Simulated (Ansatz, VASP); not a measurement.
## Two plane-wave programs on Al

Contents of INCAR:

```
PREC = Accurate
ENCUT = 520
EDIFF = 1E-7
ISMEAR = -1
SIGMA = 0.1
LREAL = False
LASPH = True
NELM = 80
ALGO = Normal
ISIF = 2
LWAVE = False
LCHARG = True
GGA = RP
LELF = True
LVHAR = True
NBANDS = 12
```

The input KPOINTS:

```
Automatic mesh
0
Gamma
  9 9 12
```

POSCAR

```
Al
1.0
    4.6116459502      0.0000000000      0.0000000000
   -2.3058229751      3.9938025462      0.0000000000
    0.0000000000      0.0000000000      2.8551315447
Al
3
Direct
    1.0000000000      0.0000000000      0.0000000000
    0.3333333333      0.6666666667      0.5000000000
    0.6666666667      0.3333333333      0.5000000000
```

Input for Ansatz:

```yaml
crystal:
  lattice:
    - [4.6116459502, 0.0, 0.0]
    - [-2.3058229751, 3.9938025462, 0.0]
    - [0.0, 0.0, 2.8551315447]
  atoms:
    - { symbol: Al, position: [1.0, 0.0, 0.0] }
    - { symbol: Al, position: [0.3333333333, 0.6666666667, 0.5] }
    - { symbol: Al, position: [0.6666666667, 0.3333333333, 0.5] }
hamiltonian:
  xc: rpbe
  pseudopotentials:
    kind: paw
    azcp:
      Al: "pseudopotentials/Al.paw.azcp"
basis:
  ecutwfc: 420
  fft_grid_basis: typed
kpoints:
  mp_grid: { grid: [9, 9, 12], shift: [0, 0, 0] }
magnetization:
  spin_polarized: false
scf:
  occupations: { method: fermi_dirac, width: 0.1 }
  lower_state_search: "off"
output:
  stress: true
```

Alike in both runs: task single point; functional RPBE; k mesh 9 × 9 × 12; occupations fermi-dirac, width 0.1 eV; no spin polarisation.

```csv
,VASP,Ansatz
version,VASP 6.6.1,Ansatz 0.2.0
potentials or method,"VASP PAW PBE potentials, release 64 (Al), cutoff 520 eV","plane waves (420 eV) with PAW, scalar-relativistic"
valence electrons in the cell,9,9
```

|  | VASP | Ansatz | Ansatz less VASP |
| --- | --- | --- | --- |
| pressure (GPa) | 0.0 | 0.1 | +0.15 |
| traceless stress, the component that is largest in VASP (GPa) | -1.24 | -1.25 | -0.016 |

VASP's potentials were made for PBE, not for RPBE. With one functional, cell and mesh, what is left measures potentials, basis and numerics.
